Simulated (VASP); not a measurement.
# CsBr (Pm-3m) in VASP: a series of runs, part 2 of 2

VASP 6.6.1. Earlier steps stand in the parts before.

**3. Single point, PBEsol**

This run uses another cell than the first one, of 38.27 Å³/atom.

File INCAR:

```
ALGO = Normal ; EDIFF = 1E-6
ENCUT = 500 ; GGA = PS
GGA_COMPAT = F ; ISIF = 2
ISMEAR = -1 ; LASPH = T
LCHARG = F ; LREAL = F
LWAVE = F ; NBANDS = 15
NELM = 120 ; PREC = Accurate
SIGMA = 0.02
```

File KPOINTS:

```
k-points
0
Gamma
  6 6 6
```

File POSCAR:

```
CsBr
1.0
    4.2458733529      0.0000000000      0.0000000000
    0.0000000000      4.2458733529      0.0000000000
    0.0000000000      0.0000000000      4.2458733529
Cs Br
1 1
Direct
    0.0000000000      0.0000000000      0.0000000000
    0.5000000000      0.5000000000      0.5000000000
```

Potentials or basis: VASP PAW PBE potentials, release 64 (Cs_sv, Br).

Started as:

```sh
$ cat potpaw_PBE.64/Cs_sv/POTCAR potpaw_PBE.64/Br/POTCAR > POTCAR
$ mpirun -np 1 vasp_std > vasp.out
```

OUTCAR:

```text
EDIFF = 1E-6
   ENCUT = 500
   GGA = PS
   ISIF = 2
   ISMEAR = -1
   LASPH = T
   LREAL = F
   NELM = 120
   PREC = Accurate

 ion  position               nearest neighbor table
   1  0.000  0.000  0.000-
   2  0.500  0.500  0.500-

  LATTYP: Found a simple cubic cell.
 ALAT       =     4.2458733529

  Lattice vectors:

 A1 = (   4.2458733529,   0.0000000000,   0.0000000000)
 A2 = (   0.0000000000,   4.2458733529,   0.0000000000)
 A3 = (   0.0000000000,   0.0000000000,   4.2458733529)

Analysis of symmetry for initial positions (statically):
=====================================================================
 Subroutine PRICEL returns:
 Original cell was already a primitive cell.

 Routine SETGRP: Setting up the symmetry group for a
 simple cubic supercell.

 Subroutine GETGRP returns: Found 48 space group operations
 (whereof 48 operations were pure point group operations)
 out of a pool of 48 trial point group operations.

[... 164 lines left out ...]
 k-point     1 :       0.0000    0.0000    0.0000
  band No.  band energies     occupation
      1     -19.9837      2.00000
      2     -12.6888      2.00000
      3      -6.5468      2.00000
      4      -6.5468      2.00000
      5      -6.5468      2.00000
      6      -0.2616      2.00000
      7      -0.2616      2.00000
      8      -0.2616      2.00000
      9       4.1659      0.00000
     10       4.4958      0.00000
     11       4.4958      0.00000
     12       8.9240      0.00000
     13       8.9240      0.00000
     14       8.9240      0.00000
[... 329 lines left out ...]
      2     -12.4930      2.00000
      3      -6.9904      2.00000
      4      -6.9904      2.00000
      5      -6.9904      2.00000
      6      -1.5530      2.00000
      7      -1.5530      2.00000
      8      -1.5530      2.00000
      9       8.1316      0.00000
     10       8.1316      0.00000
     11       8.1316      0.00000
     12       8.9106      0.00000
     13       8.9106      0.00000
     14       8.9106      0.00000
     15      11.3275      0.00000

------------------------ aborting loop because EDIFF is reached ----------------------------------------

  FORCE on cell =-STRESS in cart. coord.  units (eV):
  Direction    XX          YY          ZZ          XY          YZ          ZX
  --------------------------------------------------------------------------------------
  -------------------------------------------------------------------------------------
  Total        0.0083591      0.0083591      0.0083591     -0.0000000     -0.0000000      0.0000000
  in kB        0.1749729      0.1749729      0.1749729     -0.0000000     -0.0000000      0.0000000
  external PRESSURE =       0.1749729 kB  Pullay stress =       0.0000000 kB

 VOLUME and BASIS-vectors are now :
 -----------------------------------------------------------------------------
  energy-cutoff  :      500.00
  volume of cell :       76.54
      direct lattice vectors                 reciprocal lattice vectors
     4.245873353  0.000000000  0.000000000     0.235522805  0.000000000  0.000000000
     0.000000000  4.245873353  0.000000000     0.000000000  0.235522805  0.000000000
     0.000000000  0.000000000  4.245873353     0.000000000  0.000000000  0.235522805

 POSITION                                       TOTAL-FORCE (eV/Angst)
 -----------------------------------------------------------------------------------
      0.00000      0.00000      0.00000         0.000000      0.000000      0.000000
      2.12294      2.12294      2.12294         0.000000      0.000000      0.000000
 -----------------------------------------------------------------------------------
    total drift:                                0.000000      0.000000     -0.000000

  FREE ENERGIE OF THE ION-ELECTRON SYSTEM (eV)
  ---------------------------------------------------
  free  energy   TOTEN  =        -6.3472386075 eV

  energy  without entropy=       -6.3472386075  energy(sigma->0) =       -6.34723861
```

stdout:

```text
POSCAR found type information on POSCAR CsBr
 POSCAR found :  2 types and       2 ions
 scaLAPACK will be used
 -----------------------------------------------------------------------------
|                                                                             |
|                                                                             |
|     You enforced a specific xc type in the INCAR file but a different       |
|     I HOPE YOU KNOW WHAT YOU ARE DOING!                                     |
|                                                                             |
 -----------------------------------------------------------------------------

 LDA part: xc-table for (Slater+PW92), standard interpolation
 POSCAR, INCAR and KPOINTS ok, starting setup
 FFT: planning ... GRIDC
 FFT: planning ... GRID_SOFT
 FFT: planning ... GRID
 WAVECAR not read
 entering main loop
```

Run time: 7 s. Hardware: 1 thread of Intel Xeon 6975P-C (Granite Rapids), shared host; peak memory 0.18 GiB.

Results:

| Item | Value |
| --- | --- |
| Free energy | -6.3472 eV |
| Pressure | 0.0 GPa |
| Band gap on the k mesh | 4.43 eV |

Caveat: the PAW data sets were made with another functional, which shifts forces and pressure a little; spin-orbit coupling is left out, which moves the levels of the heavy elements.

**4. Single point, PBE**

This run uses another cell than the first one, of 40.31 Å³/atom.

File INCAR:

```
SYSTEM = CsBr
ALGO = Normal
EDIFF = 1E-6
ENCUT = 500
GGA = PE
GGA_COMPAT = .False.
ISIF = 2
ISMEAR = -1
LASPH = .True.
LCHARG = .False.
LREAL = .False.
LWAVE = .False.
NBANDS = 15
NELM = 120
PREC = Accurate
SIGMA = 0.02
```

File KPOINTS:

```
k-points
0
Gamma
  6 6 6
  0 0 0
```

File POSCAR:

```
CsBr
1.0
    4.3199575116      0.0000000000      0.0000000000
    0.0000000000      4.3199575116      0.0000000000
    0.0000000000      0.0000000000      4.3199575116
Cs Br
1 1
Direct
    0.0000000000      0.0000000000      0.0000000000
    0.5000000000      0.5000000000      0.5000000000
```

Started as:

```sh
$ cat potpaw_PBE.64/Cs_sv/POTCAR potpaw_PBE.64/Br/POTCAR > POTCAR
$ mpirun -np 1 vasp_std > vasp.out
```

Run time: 6.9 s. Hardware: 1 thread of Intel Xeon 6975P-C (Granite Rapids), shared host; peak memory 0.18 GiB.

It converged, with:

* Free energy: -6.0153 eV
* Pressure: 0.7 GPa
* Band gap on the k mesh: 4.42 eV (least direct gap 4.43 eV)

Levels at points of the mesh, in eV from the valence-band top:
| k point | band 4 | band 5 | band 6 | band 7 | band 8 | band 9 | band 10 | band 11 | band 12 | band 13 |
| --- | --- | --- | --- | --- | --- | --- | --- | --- | --- | --- |
| (0.00, 0.00, 0.00) | -6.42 | -6.42 | -0.01 | -0.01 | -0.01 | 4.42 | 4.93 | 4.93 | 9.04 | 9.04 |
| (0.50, 0.00, 0.00) | -6.32 | -6.32 | -1.28 | -0.20 | -0.20 | 5.92 | 7.19 | 7.63 | 8.33 | 8.79 |
| (0.50, 0.50, 0.00) | -6.97 | -6.26 | -0.57 | -0.57 | 0.00 | 5.25 | 5.48 | 7.21 | 7.21 | 10.96 |
| (0.50, 0.50, 0.50) | -6.80 | -6.80 | -1.13 | -1.13 | -1.13 | 8.21 | 8.21 | 8.21 | 9.06 | 9.06 |

Caveat: spin-orbit coupling is left out, which moves the levels of the heavy elements.

**5. The runs side by side**

| level | potentials or basis | cell | gap on the mesh (eV) | pressure (GPa) |
| --- | --- | --- | --- | --- |
| LDA | VASP PAW LDA potentials, release 64 (Cs_sv, Br) | a = 4.141 Å, 2 atoms | 4.50 | 0.1 |
| PBEsol | VASP PAW PBE potentials, release 64 (Cs_sv, Br) | a = 4.246 Å, 2 atoms | 4.43 | 0.0 |
| PBE | VASP PAW PBE potentials, release 64 (Cs_sv, Br) | a = 4.320 Å, 2 atoms | 4.42 | 0.7 |

Alike in all rows: task single point; no spin polarisation; k mesh 6 × 6 × 6; cutoff (eV) 500; smearing fermi-dirac 0.02 eV.

Caveats: spin-orbit coupling is left out, which moves the levels of the heavy elements; the PAW data sets were made with another functional, which shifts forces and pressure a little (at least some runs).

Absolute energies hang on the potentials; compare differences alone.
